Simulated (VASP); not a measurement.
# Mg2GeN3 (P3m1) in VASP: single point with PBE

Aim: the single point of Mg2GeN3 with PBE.

Everything below comes from runs of VASP 6.6.1. Logs are shortened: lines on timing, memory, paths and dates and some standing lists are left out, and cuts for length are marked.

### Step 1. The cell of the first run

Symmetry: P3m1, No. 156, trigonal system. The conventional cell has a = 3.093 Å, b = 3.093 Å, c = 8.503 Å, α = 90.00°, β = 90.00°, γ = 120.00°. Within 2.8 Å of Mg (site symmetry 3m) lie 6 N at 2.10 to 2.37 Å and 1 Mg at 2.65 Å. Within 2.8 Å of Mg (site symmetry 3m) lie 6 N at 2.10 to 2.78 Å and 1 Mg at 2.65 Å. Within 2.3 Å of Ge (site symmetry 3m) lie 4 N at 1.76 to 1.97 Å. N (site symmetry 3m) has 3 Ge at 1.97 Å within 2.6 Å. N (site symmetry 3m) has 6 Mg at 2.10 to 2.37 Å within 2.8 Å. Within 2.3 Å of N (site symmetry 3m) lie 1 Ge at 1.76 Å and 3 Mg at 2.10 Å.

### Step 2. Single point, PBE

INCAR reads:

```
SYSTEM = Mg2GeN3
PREC = Accurate
ENCUT = 520
EDIFF = 1E-6
ISMEAR = 0
SIGMA = 0.1
LREAL = .FALSE.
LASPH = .TRUE.
NELM = 60
ALGO = Normal
ISIF = 2
LWAVE = .FALSE.
LCHARG = .FALSE.
GGA = PE
NBANDS = 26
```

KPOINTS reads:

```
regular mesh
0
G
  12 12 4
  0 0 0
```

POSCAR reads:

```
Mg2GeN3
1.0
    3.0927829917      0.0000000000      0.0000000000
   -1.5463914958      2.6784286392      0.0000000000
    0.0000000000      0.0000000000      8.5026970404
Mg Ge N
2 1 3
Direct
    0.6666666667      0.3333333333      0.9018125344
    0.6666666667      0.3333333333      0.2140638662
    0.0000000000      0.0000000000      0.5636072185
    0.3333333333      0.6666666667      0.4643985110
    0.3333333333      0.6666666667      0.0850251969
    0.0000000000      0.0000000000      0.7710926830
```

Potentials or basis: VASP PAW PBE potentials, release 64 (Mg, Ge_d, N).

Command:

```
> cat potpaw_PBE.64/Mg/POTCAR potpaw_PBE.64/Ge_d/POTCAR potpaw_PBE.64/N/POTCAR > POTCAR
> mpirun -np 1 vasp_std > vasp.out
```

OUTCAR:

```text
SYSTEM = Mg2GeN3
   PREC = Accurate
   ENCUT = 520
   EDIFF = 1E-6
   ISMEAR = 0
   LREAL = .FALSE.
   LASPH = .TRUE.
   NELM = 60
   ISIF = 2
   GGA = PE

 ion  position               nearest neighbor table
   1  0.667  0.333  0.902-   6 2.10   6 2.10   6 2.10   5 2.37   5 2.37   5 2.37   2 2.65
   2  0.667  0.333  0.214-   5 2.10   5 2.10   5 2.10   1 2.65
   3  0.000  0.000  0.564-   6 1.76   4 1.97   4 1.97   4 1.97
   4  0.333  0.667  0.464-   3 1.97   3 1.97   3 1.97
   5  0.333  0.667  0.085-   2 2.10   2 2.10   2 2.10   1 2.37   1 2.37   1 2.37
   6  0.000  0.000  0.771-   3 1.76   1 2.10   1 2.10   1 2.10

  LATTYP: Found a hexagonal cell.
 ALAT       =     3.0927829917
 C/A-ratio  =     2.7492058328

  Lattice vectors:

 A1 = (   3.0927829917,   0.0000000000,   0.0000000000)
 A2 = (  -1.5463914958,   2.6784286392,   0.0000000000)
 A3 = (   0.0000000000,   0.0000000000,   8.5026970404)

Analysis of symmetry for initial positions (statically):
=====================================================================
 Subroutine PRICEL returns:
 Original cell was already a primitive cell.

 Routine SETGRP: Setting up the symmetry group for a
 hexagonal supercell.

 Subroutine GETGRP returns: Found  6 space group operations
 (whereof  6 operations were pure point group operations)
 out of a pool of 24 trial point group operations.

The static configuration has the point symmetry C_3v.

Analysis of symmetry for dynamics (positions and initial velocities):
=====================================================================
 Subroutine PRICEL returns:
 Original cell was already a primitive cell.

 Routine SETGRP: Setting up the symmetry group for a
 hexagonal supercell.

 Subroutine GETGRP returns: Found  6 space group operations
 (whereof  6 operations were pure point group operations)
 out of a pool of 24 trial point group operations.

The dynamic configuration has the point symmetry C_3v.

 Subroutine INISYM returns: Found  6 space group operations
 (whereof  6 operations are pure point group operations),
 and found     1 'primitive' translations

----------------------------------------------------------------------------------------

                                     Primitive cell

  volume of cell :      70.4346

  direct lattice vectors                    reciprocal lattice vectors
     3.092782992  0.000000000  0.000000000     0.323333387  0.186676618  0.000000000
    -1.546391496  2.678428639  0.000000000     0.000000000  0.373353236  0.000000000
     0.000000000  0.000000000  8.502697040     0.000000000  0.000000000  0.117609741

  length of vectors
     3.092782992  3.092782992  8.502697040     0.373353236  0.373353236  0.117609741

  position of ions in fractional coordinates (direct lattice)
     0.666666667  0.333333333  0.901812534
     0.666666667  0.333333333  0.214063866
     0.000000000  0.000000000  0.563607219
     0.333333333  0.666666667  0.464398511
     0.333333333  0.666666667  0.085025197
     0.000000000  0.000000000  0.771092683

  ion indices of the primitive-cell ions
   primitive index   ion index
                 1           1
                 2           2
                 3           3
                 4           4
                 5           5
                 6           6

----------------------------------------------------------------------------------------

 KPOINTS: regular mesh

Automatic generation of k-mesh.
 Grid dimensions read from file:
 generate k-points for:   12   12    4

 Generating k-lattice:

  Cartesian coordinates                     Fractional coordinates (reciprocal lattice)
     0.026944449  0.015556385  0.000000000     0.083333333  0.000000000  0.000000000
     0.000000000  0.031112770  0.000000000     0.000000000  0.083333333  0.000000000
     0.000000000  0.000000000  0.029402435     0.000000000  0.000000000  0.250000000

  Length of vectors
     0.031112770  0.031112770  0.029402435

  Shift w.r.t. Gamma in fractional coordinates (k-lattice)
     0.000000000  0.000000000  0.000000000

 Subroutine IBZKPT returns following result:
 ===========================================

 Found     69 irreducible k-points:

 Following reciprocal coordinates:
            Coordinates               Weight
  0.000000  0.000000  0.000000      1.000000
  0.083333 -0.000000  0.000000      6.000000
  0.166667  0.000000  0.000000      6.000000
  0.250000  0.000000  0.000000      6.000000
  0.333333 -0.000000  0.000000      6.000000
  0.416667 -0.000000  0.000000      6.000000
[... 16 lines left out ...]
  0.166667  0.000000  0.250000      6.000000
  0.000000  0.166667  0.250000      6.000000
 [... further k-points ...]
   k-points           NKPTS =     69   k-points in BZ     NKDIM =     69   number of bands    NBANDS=     26
   number of dos      NEDOS =    301   number of ions     NIONS =      6
   total plane-waves  NPLWV =  36864
   dimension x,y,z NGX =    24 NGY =   24 NGZ =   64
   dimension x,y,z NGXF=    48 NGYF=   48 NGZF=  128
   ions per type =               2   1   3
   NGX,Y,Z   is equivalent  to a cutoff of  12.90, 12.90, 12.51 a.u.
   NGXF,Y,Z  is equivalent  to a cutoff of  25.80, 25.80, 25.03 a.u.
 SYSTEM =  Mg2GeN3
   PREC   = accura    normal or accurate (medium, high low for compatibility)
   ISTART =      0    job   : 0-new  1-cont  2-samecut
   ICHARG =      2    charge: 1-file 2-atom 10-const
   ISPIN  =      1    spin polarized calculation?
   LNONCOLLINEAR =      F non collinear calculations
   LSORBIT =      F    spin-orbit coupling
   LASPH  =      T    aspherical Exc in radial PAW
   ENCUT  =  520.0 eV  38.22 Ry    6.18 a.u.   5.75  5.75 15.81*2*pi/ulx,y,z
   NELM   =     60;   NELMIN=  2; NELMDL= -5     # of ELM steps
   EDIFF  = 0.1E-05   stopping-criterion for ELM
   LREAL  =      F    real-space projection
   EDIFFG = 0.1E-04   stopping-criterion for IOM
   NSW    =      0    number of steps for IOM
   IBRION =     -1    ionic relax: 0-MD 1-quasi-New 2-CG
   NFREE  =      0    steps in history (QN), initial steepest desc. (CG)
   ISIF   =      2    stress and relaxation
   ISYM   =      2    0-nonsym 1-usesym 2-fastsym
   POTIM  = 0.5000    time-step for ionic-motion
   TEBEG  =    0.0;   TEEND  =   0.0 temperature during run
   PSTRESS=    0.0 pullay stress
   NELECT =      33.0000    total number of electrons
   NUPDOWN=      -1.0000    fix difference up-down
   EMIN   =  10.00;   EMAX   =-10.00  energy-range for DOS
   EFERMI =   0.00;   METHOD = LEGACY
   ISMEAR =     0;   SIGMA  =   0.10  broadening in eV -4-tet -1-fermi 0-gaus
   EFERMI_NEDOS =   21; number of points for ismear=-14 and -15
   IALGO  =     38    algorithm
   IMIX   =      4    mixing-type and parameters
     AMIX     =   0.40;   BMIX     =  1.00
     AMIX_MAG =   1.60;   BMIX_MAG =  1.00
  volume/ion in A,a.u.               =      11.74        79.22
  Fermi-wavevector in a.u.,A,eV,Ry     =   1.271503  2.402792 21.996810  1.616720
  Thomas-Fermi vector in A             =   2.404433
   LORBIT       =      0    0 simple, 1 ext, 2 COOP (PROOUT), +10 PAW based schemes
   GGA     = PE    functional components
   LHFCALC =     F    Hartree Fock is set to
   AEXX    =    0.0000 exact exchange contribution
   IVDW    =     0    specifies the selected vdW correction
   LEPSILON=     F    determine dielectric tensor
   LRPA    =     F    only Hartree local field effects (RPA)
 non-spin polarized calculation
 Gauss-broadening in eV      SIGMA  =   0.10
  energy-cutoff  :      520.00
  volume of cell :       70.43
 maximum number of plane-waves:      1920
 NGX is ok and might be reduce to    24
   NGX = 11   NGY = 11   NGZ = 31

 number of electron      32.9999986 magnetization

 Free energy of the ion-electron system (eV)
  ---------------------------------------------------
  ext. energy  EPLUGINS =         0.00000000
  ---------------------------------------------------
  free energy    TOTEN  =       -33.11089517 eV

  energy without entropy =      -33.09843043  energy(sigma->0) =      -33.10466280

 E-fermi :   4.4792     XC(G=0): -10.7030

 val. band max:        4.4423300202   @ k =   0.2500   0.0833   0.5000
 cond. band min:       4.4983626493   @ k =   0.3333  -0.0000   0.0000
 fundamental gap:      0.0560326291
 Fermi energy:         4.4792397795

 k-point     1 :       0.0000    0.0000    0.0000
  band No.  band energies     occupation
      1     -20.5196      2.00000
      2     -20.5196      2.00000
      3     -20.5113      2.00000
      4     -20.3515      2.00000
      5     -20.3515      2.00000
      6     -13.0262      2.00000
[... 18 lines left out ...]
     25      15.4558      0.00000
     26      17.4345      0.00000

 k-point     2 :       0.0833   -0.0000    0.0000
  band No.  band energies     occupation
      1     -20.5265      2.00000
      2     -20.5142      2.00000
      3     -20.5040      2.00000
      4     -20.3553      2.00000
      5     -20.3523      2.00000
      6     -12.9191      2.00000
[... 18 lines left out ...]
     25      15.5975      0.00000
     26      16.6090      0.00000

 k-point     3 :       0.1667    0.0000    0.0000
  band No.  band energies     occupation
      1     -20.5388      2.00000
      2     -20.4995      2.00000
      3     -20.4907      2.00000
      4     -20.3654      2.00000
      5     -20.3544      2.00000
      6     -12.6041      2.00000
[... 572 lines left out ...]
 k-point    23 :       0.1667    0.0000    0.2500
  band No.  band energies     occupation
      1     -20.5388      2.00000
      2     -20.4995      2.00000
      3     -20.4907      2.00000
      4     -20.3654      2.00000
      5     -20.3544      2.00000
      6     -12.6030      2.00000
[... 18 lines left out ...]
     25      15.1593      0.00000
     26      15.9275      0.00000

 k-point    24 :       0.0000    0.1667    0.2500
  band No.  band energies     occupation
      1     -20.5388      2.00000
      2     -20.4995      2.00000
      3     -20.4907      2.00000
      4     -20.3654      2.00000
      5     -20.3544      2.00000
      6     -12.6030      2.00000
[... 18 lines left out ...]
     25      15.4213      0.00000
     26      15.7767      0.00000

 [... further k-points ...]

------------------------ aborting loop because EDIFF is reached ----------------------------------------

  FORCE on cell =-STRESS in cart. coord.  units (eV):
  Direction    XX          YY          ZZ          XY          YZ          ZX
  --------------------------------------------------------------------------------------
  -------------------------------------------------------------------------------------
  Total       -0.1036793     -0.1036793     -0.2823502     -0.0000000      0.0000000     -0.0000000
  in kB       -2.3583946     -2.3583946     -6.4226233     -0.0000000      0.0000000     -0.0000000
  external PRESSURE =      -3.7131375 kB  Pullay stress =       0.0000000 kB

 VOLUME and BASIS-vectors are now :
 -----------------------------------------------------------------------------
  energy-cutoff  :      520.00
  volume of cell :       70.43
      direct lattice vectors                 reciprocal lattice vectors
     3.092782992  0.000000000  0.000000000     0.323333387  0.186676618  0.000000000
    -1.546391496  2.678428639  0.000000000     0.000000000  0.373353236  0.000000000
     0.000000000  0.000000000  8.502697040     0.000000000  0.000000000  0.117609741

 POSITION                                       TOTAL-FORCE (eV/Angst)
 -----------------------------------------------------------------------------------
      1.54639      0.89281      7.66784        -0.000000     -0.000000      0.018585
      1.54639      0.89281      1.82012        -0.000000     -0.000000     -0.022656
      0.00000      0.00000      4.79218         0.000000      0.000000      0.094391
     -0.00000      1.78562      3.94864        -0.000000     -0.000000     -0.019911
     -0.00000      1.78562      0.72294         0.000000     -0.000000     -0.009544
      0.00000      0.00000      6.55637        -0.000000     -0.000000     -0.060864
 -----------------------------------------------------------------------------------
    total drift:                               -0.000000     -0.000001     -0.000389

  FREE ENERGIE OF THE ION-ELECTRON SYSTEM (eV)
  ---------------------------------------------------
  free  energy   TOTEN  =       -33.1108951694 eV

  energy  without entropy=      -33.0984304287  energy(sigma->0) =      -33.10466280
```

Run time: 1.7 min. Hardware: 1 thread of Intel Xeon 6975P-C (Granite Rapids), shared host; peak memory 0.27 GiB.

What came out:

```
Free energy   : -33.1109 eV
Pressure      : -0.4 GPa
Largest force : 0.094 eV/Å
```

Forces in eV/Å, atoms in the order of the input:
```
Mg   0.000  0.000  0.019
Mg   0.000  0.000 -0.023
Ge   0.000  0.000  0.094
N    0.000  0.000 -0.020
N    0.000  0.000 -0.010
N    0.000  0.000 -0.061
```

Stress tensor (GPa, compression positive):
```
-0.24  0.00  0.00
 0.00 -0.24  0.00
 0.00  0.00 -0.64
```

Levels at points of the mesh, in eV from the Fermi level:
```csv
k point,band 13,band 14,band 15,band 16,band 17,band 18,band 19,band 20,band 21,band 22
"(0.00, 0.00, 0.00)",-0.99,0.27,0.27,0.60,0.60,0.62,4.30,6.08,7.49,7.49
"(0.50, 0.00, 0.00)",-3.25,-2.35,-1.15,-0.44,-0.15,2.42,2.87,5.25,7.44,8.22
"(0.00, 0.00, 0.50)",-2.50,0.25,0.25,0.62,0.62,1.26,4.11,6.24,7.49,7.49
"(0.50, 0.00, 0.50)",-3.62,-2.65,-0.81,-0.48,-0.11,2.20,3.19,5.38,7.08,8.00
```
